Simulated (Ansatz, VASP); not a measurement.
FeO in VASP and in Ansatz

```
Fe O
1.0
    -1.58045    1.58045    2.05523
     1.58045   -1.58045    2.05523
     1.58045    1.58045   -2.05523
Fe O
1 1
Direct
  0.00000 0.00000 0.00000
  0.50000 0.50000 0.00000
```

Alike in both runs: task single point; functional PBEsol; k mesh 12 × 12 × 12; occupations fermi-dirac, width 0.05 eV; collinear spin.

|  | VASP | Ansatz |
| --- | --- | --- |
| version | VASP 6.6.1 | Ansatz 0.2.0 |
| potentials or method | VASP PAW PBE potentials, release 64 (Fe, O) | Ansatz PAW |
| plane-wave cutoff (eV) | 520 | 420 |
| valence electrons in the cell | 14 | 22 |

Ansatz gave:

- gap on the k mesh at the Fermi level (eV): none
- pressure (GPa): -10.4
- traceless stress, the component that is largest in VASP (GPa): 4.31
- net moment per atom (μB): 2.00
- size of the moment on the site where the two differ most (μB): 3.37

Which values does VASP return?

gap on the k mesh at the Fermi level (eV): none; pressure (GPa): -10.1; traceless stress, the component that is largest in VASP (GPa): 4.74; net moment per atom (μB): 2.00; size of the moment on the site where the two differ most (μB): 3.60.

VASP's potentials were made for PBE, not for PBEsol. Site moments also hang on the region over which each program counts them. A gap of «none» marks a metal or a gap that the smearing closes. VASP's potentials hold 14 valence electrons a cell and Ansatz's 22, so a difference there can come from the potentials and not from the codes.
